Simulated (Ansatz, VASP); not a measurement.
**TaTe: VASP beside Ansatz**

```
CELL_PARAMETERS angstrom
3.42009 0.00000 0.00000
0.00000 3.42009 0.00000
0.00000 0.00000 3.42009
ATOMIC_POSITIONS crystal
Ta 0.50000 0.50000 0.50000
Te 0.00000 0.00000 0.00000
```

Alike in both runs: functional PBE; k mesh 8 × 8 × 8; occupations fermi-dirac, width 0.05 eV; no spin polarisation; Hubbard terms Ta d U = 8.0 eV.

```csv
,VASP,Ansatz
version,VASP 6.6.1,Ansatz 0.2.0
potentials or method,"VASP PAW PBE potentials, release 64 (Ta_pv, Te)",Ansatz PAW
plane-wave cutoff (eV),520,420
valence electrons in the cell,17,29
task,single point,projected density of states
```

|  | VASP | Ansatz | Ansatz less VASP |
| --- | --- | --- | --- |
| gap on the k mesh at the Fermi level (eV) | none | none | - |
| pressure (GPa) | 12.6 | 15.5 | +2.85 |

The programs project onto different local orbitals, so the same U acts differently, and such runs can settle in different states. A gap of «none» marks a metal or a gap that the smearing closes. VASP's potentials hold 17 valence electrons a cell and Ansatz's 29, so a difference there can come from the potentials and not from the codes.

Spin-orbit coupling is off throughout.
